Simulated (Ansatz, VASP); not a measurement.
# LiF: VASP beside Ansatz

File INCAR:

```
PREC = Accurate
ENCUT = 520
EDIFF = 1E-6
ISMEAR = 0
SIGMA = 0.05
LREAL = F
LASPH = T
NELM = 80
ALGO = Normal
ISIF = 2
LWAVE = F
LCHARG = F
GGA = PE
NBANDS = 12
```

KPOINTS

```
Automatic mesh
0
Gamma
  10 10 10
```

POSCAR

```
LiF
1.0
    2.5595330000      0.0000000000      0.0000000000
    0.0000000000      2.6107236600      0.0000000000
    0.0000000000      0.0000000000      2.5595330000
Li F
1 1
Direct
    0.0000000000      0.0000000000      0.0000000000
    0.5000000000      0.5000000000      0.5000000000
```

Input for Ansatz:

```yaml
crystal:
  lattice:
    - [2.559533, 0.0, 0.0]
    - [0.0, 2.61072366, 0.0]
    - [0.0, 0.0, 2.559533]
  atoms:
    - { symbol: Li, position: [0.0, 0.0, 0.0] }
    - { symbol: F, position: [0.5, 0.5, 0.5] }
basis:
  ecutwfc: 420
kpoints:
  mp_grid: { grid: [10, 10, 10] }
hamiltonian:
  xc: pbe
scf:
  occupations: { method: gaussian, width: 0.05 }
output:
  forces: true
  stress: true
  eigenvalues: true
```

Change from the starting cell: strain +0.0200 x Voigt [0, 1, 0, 0, 0, 0], atoms carried along.

Alike in both runs: task single point; functional PBE; k mesh 10 × 10 × 10; occupations gaussian, width 0.05 eV; no spin polarisation.

|  | VASP | Ansatz |
| --- | --- | --- |
| version | VASP 6.6.1 | Ansatz 0.2.0 |
| potentials or method | VASP PAW PBE potentials, release 64 (Li_sv, F), cutoff 520 eV | scalar-relativistic, plane waves, PAW |
| valence electrons in the cell | 10 | 10 |

```csv
,VASP,Ansatz,Ansatz less VASP
gap on the k mesh at the Fermi level (eV),7.30,7.29,-0.009
least direct gap on the mesh (eV),7.93,7.92,-0.008
```

Noted on VASP's run: the cutoff is short for stress, so the pressure is rough.
